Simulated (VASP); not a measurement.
A run of VASP 6.6.1 is set up as follows.

File INCAR:

```
PREC     = Accurate       # precision mode
ENCUT    = 520            # plane-wave cutoff, eV
EDIFF    = 1E-7           # SCF threshold, eV
ISMEAR   = 0              # smearing method
SIGMA    = 0.15           # smearing width, eV
LREAL    = F              # projectors in reciprocal space
LASPH    = T              # aspherical terms in the spheres
NELM     = 80             # most SCF steps
ALGO     = Fast           # electronic algorithm
ISIF     = 2              # what is computed and relaxed
LWAVE    = F              # write WAVECAR
LCHARG   = F              # write CHGCAR
GGA      = PS             # functional
NBANDS   = 11             # bands
```

Contents of KPOINTS:

```
Automatic mesh
0
Gamma
  20 20 20
```

POSCAR

```
Hf
1.0
    0.0000000000      2.0890999841      2.5069199809
    2.0890999841      0.0000000000      2.5069199809
    2.0890999841      2.0890999841      0.0000000000
Hf
1
Direct
    0.0000000000      0.0000000000      0.0000000000
```

Potentials or basis: VASP PAW PBE potentials, release 64 (Hf_pv).

Run with:

```sh
$ cat potpaw_PBE.64/Hf_pv/POTCAR > POTCAR
$ mpirun -np 1 vasp_std > vasp.out
```

Problem. What does it give for the pressure?

Solution. -2.3 GPa.

Problem. Predict the band gap on the k mesh.

Solution. Zero (bands 5 and 6 overlap by 1.79 eV).

Stress tensor (GPa, compression positive):
```
 0.91  0.00  0.00
 0.00  0.91  0.00
 0.00  0.00 -8.70
```

Caveat: the stress differs along the axes, from -9 to 1 GPa; the PAW data sets were made with another functional, which shifts forces and pressure a little; spin-orbit coupling is left out, which moves the levels of the heavy elements.
